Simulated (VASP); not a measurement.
# Si (P6_3/mmc) in VASP: a series of runs

Runs on Si. Level: PBE. Tasks: single point.

All numbers are computed with VASP 6.6.1; they aren't measurements. Logs are shortened: lines on timing, memory, paths and dates and some standing lists are left out, and cuts for length are marked.

### 1 The cell of the first run

The structure is hexagonal, space group P6_3/mmc (No. 194). The conventional cell has a = 3.920 Å, b = 3.920 Å, c = 6.142 Å, α = 90.00°, β = 90.00°, γ = 120.00°. Within 3.1 Å of Si (site symmetry 3m) lie 4 Si at 2.36 to 2.37 Å.

This isn't the form of Si at room conditions, which is diamond.

### 2 Single point, PBE

INCAR reads:

```
SYSTEM = Si
PREC = Accurate
ENCUT = 520
EDIFF = 1E-6
ISMEAR = 0
SIGMA = 0.05
LREAL = .False.
LASPH = .True.
NELM = 60
ALGO = Normal
ISIF = 2
LWAVE = .False.
LCHARG = .False.
GGA = PE
NBANDS = 16
```

KPOINTS reads:

```
regular mesh
0
Gamma
  12 12 6
  0 0 0
```

POSCAR reads:

```
Si
1.0
    3.9202120069      0.0000000000      0.0000000000
   -1.9601060035      3.3950031862      0.0000000000
    0.0000000000      0.0000000000      6.1421881724
Si
4
Direct
    0.3333333333      0.6666666667      0.0582185610
    0.6666666667      0.3333333333      0.5582185610
    0.3333333333      0.6666666667      0.4417814390
    0.6666666667      0.3333333333      0.9417814390
```

Potentials or basis: VASP PAW PBE potentials, release 64 (Si).

The run is started by

```
$ cat potpaw_PBE.64/Si/POTCAR > POTCAR
$ mpirun -np 1 vasp_std > vasp.out
```

OUTCAR:

```text
SYSTEM = Si
   PREC = Accurate
   ENCUT = 520
   EDIFF = 1E-6
   ISMEAR = 0
   LREAL = .False.
   LASPH = .True.
   NELM = 60
   ISIF = 2
   GGA = PE

 ion  position               nearest neighbor table
   1  0.333  0.667  0.058-   3 2.36   4 2.37   4 2.37   4 2.37
   2  0.667  0.333  0.558-   4 2.36   3 2.37   3 2.37   3 2.37
   3  0.333  0.667  0.442-   1 2.36   2 2.37   2 2.37   2 2.37
   4  0.667  0.333  0.942-   2 2.36   1 2.37   1 2.37   1 2.37

  LATTYP: Found a hexagonal cell.
 ALAT       =     3.9202120069
 C/A-ratio  =     1.5668000000

  Lattice vectors:

 A1 = (   3.9202120069,   0.0000000000,   0.0000000000)
 A2 = (  -1.9601060035,   3.3950031862,   0.0000000000)
 A3 = (   0.0000000000,   0.0000000000,   6.1421881724)

Analysis of symmetry for initial positions (statically):
=====================================================================
 Subroutine PRICEL returns:
 Original cell was already a primitive cell.

 Routine SETGRP: Setting up the symmetry group for a
 hexagonal supercell.

 Subroutine GETGRP returns: Found 24 space group operations
 (whereof 12 operations were pure point group operations)
 out of a pool of 24 trial point group operations.

The static configuration has the point symmetry D_3d.
 The point group associated with its full space group is D_6h.

Analysis of symmetry for dynamics (positions and initial velocities):
=====================================================================
 Subroutine PRICEL returns:
 Original cell was already a primitive cell.

 Routine SETGRP: Setting up the symmetry group for a
 hexagonal supercell.

 Subroutine GETGRP returns: Found 24 space group operations
 (whereof 12 operations were pure point group operations)
 out of a pool of 24 trial point group operations.

The dynamic configuration has the point symmetry D_3d.
 The point group associated with its full space group is D_6h.

 Subroutine INISYM returns: Found 24 space group operations
 (whereof 12 operations are pure point group operations),
 and found     1 'primitive' translations

----------------------------------------------------------------------------------------

                                     Primitive cell

  volume of cell :      81.7472

  direct lattice vectors                    reciprocal lattice vectors
     3.920212007  0.000000000  0.000000000     0.255088245  0.147275267  0.000000000
    -1.960106003  3.395003186  0.000000000     0.000000000  0.294550534  0.000000000
     0.000000000  0.000000000  6.142188172     0.000000000  0.000000000  0.162808428

  length of vectors
     3.920212007  3.920212007  6.142188172     0.294550534  0.294550534  0.162808428

  position of ions in fractional coordinates (direct lattice)
     0.333333333  0.666666667  0.058218561
     0.666666667  0.333333333  0.558218561
     0.333333333  0.666666667  0.441781439
     0.666666667  0.333333333  0.941781439

  ion indices of the primitive-cell ions
   primitive index   ion index
                 1           1
                 2           2
                 3           3
                 4           4

----------------------------------------------------------------------------------------

 KPOINTS: regular mesh

Automatic generation of k-mesh.
 Grid dimensions read from file:
 generate k-points for:   12   12    6

 Generating k-lattice:

  Cartesian coordinates                     Fractional coordinates (reciprocal lattice)
     0.021257354  0.012272939  0.000000000     0.083333333  0.000000000  0.000000000
     0.000000000  0.024545878  0.000000000     0.000000000  0.083333333  0.000000000
     0.000000000  0.000000000  0.027134738     0.000000000  0.000000000  0.166666667

  Length of vectors
     0.024545878  0.024545878  0.027134738

  Shift w.r.t. Gamma in fractional coordinates (k-lattice)
     0.000000000  0.000000000  0.000000000

 Subroutine IBZKPT returns following result:
 ===========================================

 Found     76 irreducible k-points:

 Following reciprocal coordinates:
            Coordinates               Weight
  0.000000  0.000000  0.000000      1.000000
  0.083333 -0.000000  0.000000      6.000000
  0.166667  0.000000  0.000000      6.000000
  0.250000  0.000000  0.000000      6.000000
  0.333333 -0.000000  0.000000      6.000000
  0.416667 -0.000000  0.000000      6.000000
[... 16 lines left out ...]
  0.250000  0.000000  0.166667     12.000000
  0.333333 -0.000000  0.166667     12.000000
 [... further k-points ...]
   k-points           NKPTS =     76   k-points in BZ     NKDIM =     76   number of bands    NBANDS=     16
   number of dos      NEDOS =    301   number of ions     NIONS =      4
   total plane-waves  NPLWV =  43200
   dimension x,y,z NGX =    30 NGY =   30 NGZ =   48
   dimension x,y,z NGXF=    60 NGYF=   60 NGZF=   96
   ions per type =               4
   NGX,Y,Z   is equivalent  to a cutoff of  12.72, 12.72, 12.99 a.u.
   NGXF,Y,Z  is equivalent  to a cutoff of  25.44, 25.44, 25.98 a.u.
 SYSTEM =  Si
   PREC   = accura    normal or accurate (medium, high low for compatibility)
   ISTART =      0    job   : 0-new  1-cont  2-samecut
   ICHARG =      2    charge: 1-file 2-atom 10-const
   ISPIN  =      1    spin polarized calculation?
   LNONCOLLINEAR =      F non collinear calculations
   LSORBIT =      F    spin-orbit coupling
   LASPH  =      T    aspherical Exc in radial PAW
   ENCUT  =  520.0 eV  38.22 Ry    6.18 a.u.   7.29  7.29 11.42*2*pi/ulx,y,z
   NELM   =     60;   NELMIN=  2; NELMDL= -5     # of ELM steps
   EDIFF  = 0.1E-05   stopping-criterion for ELM
   LREAL  =      F    real-space projection
   EDIFFG = 0.1E-04   stopping-criterion for IOM
   NSW    =      0    number of steps for IOM
   IBRION =     -1    ionic relax: 0-MD 1-quasi-New 2-CG
   NFREE  =      0    steps in history (QN), initial steepest desc. (CG)
   ISIF   =      2    stress and relaxation
   ISYM   =      2    0-nonsym 1-usesym 2-fastsym
   POTIM  = 0.5000    time-step for ionic-motion
   TEBEG  =    0.0;   TEEND  =   0.0 temperature during run
   PSTRESS=    0.0 pullay stress
   NELECT =      16.0000    total number of electrons
   NUPDOWN=      -1.0000    fix difference up-down
   EMIN   =  10.00;   EMAX   =-10.00  energy-range for DOS
   EFERMI =   0.00;   METHOD = LEGACY
   ISMEAR =     0;   SIGMA  =   0.05  broadening in eV -4-tet -1-fermi 0-gaus
   EFERMI_NEDOS =   21; number of points for ismear=-14 and -15
   IALGO  =     38    algorithm
   IMIX   =      4    mixing-type and parameters
     AMIX     =   0.40;   BMIX     =  1.00
     AMIX_MAG =   1.60;   BMIX_MAG =  1.00
  volume/ion in A,a.u.               =      20.44       137.91
  Fermi-wavevector in a.u.,A,eV,Ry     =   0.950511  1.796206 12.292475  0.903471
  Thomas-Fermi vector in A             =   2.078895
   LORBIT       =      0    0 simple, 1 ext, 2 COOP (PROOUT), +10 PAW based schemes
   GGA     = PE    functional components
   LHFCALC =     F    Hartree Fock is set to
   AEXX    =    0.0000 exact exchange contribution
   IVDW    =     0    specifies the selected vdW correction
   LEPSILON=     F    determine dielectric tensor
   LRPA    =     F    only Hartree local field effects (RPA)
 non-spin polarized calculation
 Gauss-broadening in eV      SIGMA  =   0.05
  energy-cutoff  :      520.00
  volume of cell :       81.75
 maximum number of plane-waves:      2237
 NGX is ok and might be reduce to    30

 number of electron      16.0000000 magnetization

 Free energy of the ion-electron system (eV)
  ---------------------------------------------------
  ext. energy  EPLUGINS =         0.00000000
  ---------------------------------------------------
  free energy    TOTEN  =       -21.57047595 eV

  energy without entropy =      -21.57045619  energy(sigma->0) =      -21.57046607

 E-fermi :   5.9465     XC(G=0):  -9.3191

 val. band max:        5.8896378612   @ k =   0.0000   0.0000   0.0000
 cond. band min:       6.0207595615   @ k =   0.5000   0.0000   0.0000
 fundamental gap:      0.1311217003
 Fermi energy:         5.9465475725

 k-point     1 :       0.0000    0.0000    0.0000
  band No.  band energies     occupation
      1      -6.2149      2.00000
      2      -3.7048      2.00000
      3      -1.1111      2.00000
      4       4.0499      2.00000
      5       4.0499      2.00000
      6       5.7430      2.00000
[... 8 lines left out ...]
     15       9.9646      0.00000
     16      11.6144      0.00000

 k-point     2 :       0.0833   -0.0000    0.0000
  band No.  band energies     occupation
      1      -6.1385      2.00000
      2      -3.6267      2.00000
      3      -1.0784      2.00000
      4       3.3671      2.00000
      5       3.8968      2.00000
      6       5.1385      2.00000
[... 8 lines left out ...]
     15      10.2535      0.00000
     16      11.1865      0.00000

 k-point     3 :       0.1667    0.0000    0.0000
  band No.  band energies     occupation
      1      -5.9111      2.00000
      2      -3.3941      2.00000
      3      -1.0148      2.00000
      4       2.2571      2.00000
      5       3.5521      2.00000
      6       3.9645      2.00000
[... 8 lines left out ...]
     15      11.0247      0.00000
     16      11.1860      0.00000

 k-point     4 :       0.2500    0.0000    0.0000
  band No.  band energies     occupation
      1      -5.5404      2.00000
      2      -3.0135      2.00000
      3      -1.0707      2.00000
      4       1.3647      2.00000
      5       2.7195      2.00000
      6       3.1838      2.00000
[... 8 lines left out ...]
     15      11.5820      0.00000
     16      12.1221      0.00000
[... 324 lines left out ...]
 k-point    22 :       0.1667    0.0000    0.1667
  band No.  band energies     occupation
      1      -5.8150      2.00000
      2      -3.7740      2.00000
      3      -0.4911      2.00000
      4       2.3756      2.00000
      5       3.5576      2.00000
      6       3.6310      2.00000
[... 8 lines left out ...]
     15      10.8772      0.00000
     16      11.5055      0.00000

 k-point    23 :       0.2500    0.0000    0.1667
  band No.  band energies     occupation
      1      -5.4450      2.00000
      2      -3.4084      2.00000
      3      -0.6187      2.00000
      4       1.5674      2.00000
      5       2.3572      2.00000
      6       3.2639      2.00000
[... 8 lines left out ...]
     15      11.7004      0.00000
     16      11.9519      0.00000

 k-point    24 :       0.3333   -0.0000    0.1667
  band No.  band energies     occupation
      1      -4.9525      2.00000
      2      -2.9381      2.00000
      3      -1.1543      2.00000
      4       1.2006      2.00000
      5       1.3949      2.00000
      6       2.9649      2.00000
[... 8 lines left out ...]
     15      12.6011      0.00000
     16      12.7226      0.00000

 [... further k-points ...]
[... 5 lines left out ...]
  --------------------------------------------------------------------------------------
  -------------------------------------------------------------------------------------
  Total       -1.3675236     -1.3675236      2.7759770      0.0000000     -0.0000000      0.0000000
  in kB      -26.8023306    -26.8023306     54.4068500      0.0000000     -0.0000000      0.0000000
  external PRESSURE =       0.2673962 kB  Pullay stress =       0.0000000 kB

 VOLUME and BASIS-vectors are now :
 -----------------------------------------------------------------------------
  energy-cutoff  :      520.00
  volume of cell :       81.75
      direct lattice vectors                 reciprocal lattice vectors
     3.920212007  0.000000000  0.000000000     0.255088245  0.147275267  0.000000000
    -1.960106003  3.395003186  0.000000000     0.000000000  0.294550534  0.000000000
     0.000000000  0.000000000  6.142188172     0.000000000  0.000000000  0.162808428

 POSITION                                       TOTAL-FORCE (eV/Angst)
 -----------------------------------------------------------------------------------
     -0.00000      2.26334      0.35759        -0.000000     -0.000000      0.178108
      1.96011      1.13167      3.42868         0.000000     -0.000000      0.178108
     -0.00000      2.26334      2.71350        -0.000000      0.000000     -0.178108
      1.96011      1.13167      5.78460         0.000000     -0.000000     -0.178108
 -----------------------------------------------------------------------------------
    total drift:                               -0.000000      0.000000     -0.000000

  FREE ENERGIE OF THE ION-ELECTRON SYSTEM (eV)
  ---------------------------------------------------
  free  energy   TOTEN  =       -21.5704759521 eV

  energy  without entropy=      -21.5704561865  energy(sigma->0) =      -21.57046607
```

Run time: 2 min. Hardware: 1 thread of Intel Xeon 8259CL, shared host; peak memory 0.23 GiB.

Results:

```
Free energy            : -21.5705 eV
Pressure               : 0.0 GPa
Largest force          : 0.178 eV/Å
Band gap on the k mesh : 0.13 eV (least direct gap 0.30 eV)
```

Forces on the atoms (eV/Å):
```
Si   0.000  0.000  0.178
Si   0.000  0.000  0.178
Si   0.000  0.000 -0.178
Si   0.000  0.000 -0.178
```

Stress tensor (GPa, compression positive):
```
-2.68  0.00  0.00
 0.00 -2.68  0.00
 0.00  0.00  5.44
```

 A k mesh can miss the band edges.

### 3 Single point, PBE

This run uses another cell than the first one, of the same volume but with other edges.

INCAR reads:

```
ALGO     = Normal         # electronic algorithm
EDIFF    = 1E-6           # SCF threshold, eV
ENCUT    = 520            # plane-wave cutoff, eV
GGA      = PE             # functional
ISIF     = 2              # what is computed and relaxed
ISMEAR   = 0              # smearing method
LASPH    = T              # aspherical terms in the spheres
LCHARG   = F              # write CHGCAR
LREAL    = F              # projectors in reciprocal space
LWAVE    = F              # write WAVECAR
NBANDS   = 16             # bands
NELM     = 60             # most SCF steps
PREC     = Accurate       # precision mode
SIGMA    = 0.05           # smearing width, eV
```

KPOINTS reads:

```
k-points
0
Gamma
  12 12 6
```

POSCAR reads:

```
Si
1.0
    3.7865833161      0.0000000000      0.0000000000
   -1.8932916580      3.2792773453      0.0000000000
    0.0000000000      0.0000000000      6.5833537533
Si
4
Direct
    0.3333333333      0.6666666667      0.0487915372
    0.6666666667      0.3333333333      0.5487915372
    0.3333333333      0.6666666667      0.4512084628
    0.6666666667      0.3333333333      0.9512084628
```

Potentials or basis: VASP PAW PBE potentials, release 64 (Si).

The run is started by

```
$ cat potpaw_PBE.64/Si/POTCAR > POTCAR
$ mpirun -np 1 vasp_std > vasp.out
```

Wall time 88 s (1 thread of Intel Xeon 8259CL, shared host); peak memory 0.22 GiB.

The run converged. Its results:

```yaml
Free_energy: -21.0959 eV
Pressure: 2.7 GPa
Largest_force: 1.887 eV/Å
Band_gap_on_the_k_mesh: zero (bands 8 and 9 overlap by 0.16 eV)
```

Forces on the atoms (eV/Å):
```
Si   0.000  0.000  1.887
Si   0.000  0.000  1.887
Si   0.000  0.000 -1.887
Si   0.000  0.000 -1.887
```

Stress tensor (GPa, compression positive):
```
 8.30  0.00  0.00
 0.00  8.30  0.00
 0.00  0.00 -8.47
```

Levels at points of the mesh, in eV from the Fermi level:
| k point | band 4 | band 5 | band 6 | band 7 | band 8 | band 9 | band 10 | band 11 | band 12 | band 13 |
| --- | --- | --- | --- | --- | --- | --- | --- | --- | --- | --- |
| (0.00, 0.00, 0.00) | -1.99 | -1.99 | -0.99 | -0.99 | 0.11 | 0.58 | 0.83 | 1.87 | 1.87 | 3.08 |
| (0.50, 0.00, 0.00) | -6.99 | -4.50 | -3.55 | -2.79 | -2.44 | -0.05 | 1.53 | 2.68 | 3.20 | 3.55 |
| (0.00, 0.00, 0.50) | -4.40 | -1.56 | -1.56 | -1.56 | -1.56 | 1.46 | 1.46 | 2.51 | 2.51 | 2.51 |
| (0.50, 0.00, 0.50) | -7.91 | -3.08 | -3.08 | -2.56 | -2.56 | 0.48 | 0.48 | 0.75 | 0.75 | 5.60 |

Caveat: semilocal functionals underestimate gaps, so a narrow gap can read as zero; forces of over 1 eV/Å act on the atoms, so gaps and moduli don't describe the material at rest.
